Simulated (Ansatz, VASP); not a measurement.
# CsOs3: VASP beside Ansatz

```
CELL_PARAMETERS angstrom
4.11689 0.00000 0.00000
0.00000 4.11689 0.00000
0.00000 0.00000 4.11689
ATOMIC_POSITIONS crystal
Cs 0.00000 0.00000 0.00000
Os 0.00000 0.50000 0.50000
Os 0.50000 0.00000 0.50000
Os 0.50000 0.50000 0.00000
```

Alike in both runs: functional PBE; k mesh 12 × 12 × 12; occupations gaussian, width 0.1 eV; no spin polarisation.

Ansatz relaxed the structure, and its values are those at the end. VASP's run is a single point on that final structure, the one shown.

|  | VASP | Ansatz |
| --- | --- | --- |
| version | VASP 6.6.1 | Ansatz 0.2.0 |
| potentials or method | VASP PAW PBE potentials, release 64 (Cs_sv, Os), cutoff 520 eV | scalar-relativistic, plane waves, PAW |
| valence electrons in the cell | 33 | 57 |

Ansatz gave:

- gap on the k mesh at the Fermi level (eV): none
- pressure (GPa): 0.0

Task: Which values does VASP return?

Result: gap on the k mesh at the Fermi level (eV): none; pressure (GPa): 3.0.

A gap of «none» marks a metal or a gap that the smearing closes. VASP's potentials hold 33 valence electrons a cell and Ansatz's 57, so a difference there can come from the potentials and not from the codes.

Spin-orbit coupling is off throughout.
